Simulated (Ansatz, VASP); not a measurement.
# Two plane-wave programs on Cd3F

```
CELL_PARAMETERS angstrom
4.52469 0.00000 0.00000
0.00000 4.52469 0.00000
0.00000 0.00000 4.52469
ATOMIC_POSITIONS crystal
Cd 0.00000 0.50000 0.50000
Cd 0.50000 0.00000 0.50000
Cd 0.50000 0.50000 0.00000
F 0.00000 0.00000 0.00000
```

Change from the starting cell: species swapped into the Tm3In type (Pm-3m, No. 221).

Alike in both runs: task single point; functional PBE; k mesh 4 × 4 × 4; occupations gaussian, width 0.1 eV; no spin polarisation.

|  | VASP | Ansatz |
| --- | --- | --- |
| version | VASP 6.6.1 | Ansatz 0.2.0 |
| potentials or method | VASP PAW PBE potentials, release 64 (Cd, F), cutoff 520 eV | scalar-relativistic, plane waves, PAW |
| valence electrons in the cell | 43 | 67 |

Ansatz gave:

| Item | Value |
| --- | --- |
| gap on the k mesh at the Fermi level (eV) | none |
| pressure (GPa) | -3.1 |

Q: Which values does VASP return?

A: gap on the k mesh at the Fermi level (eV): none; pressure (GPa): -3.0.

A gap of «none» marks a metal or a gap that the smearing closes. VASP's potentials hold 43 valence electrons a cell and Ansatz's 67, so a difference there can come from the potentials and not from the codes.
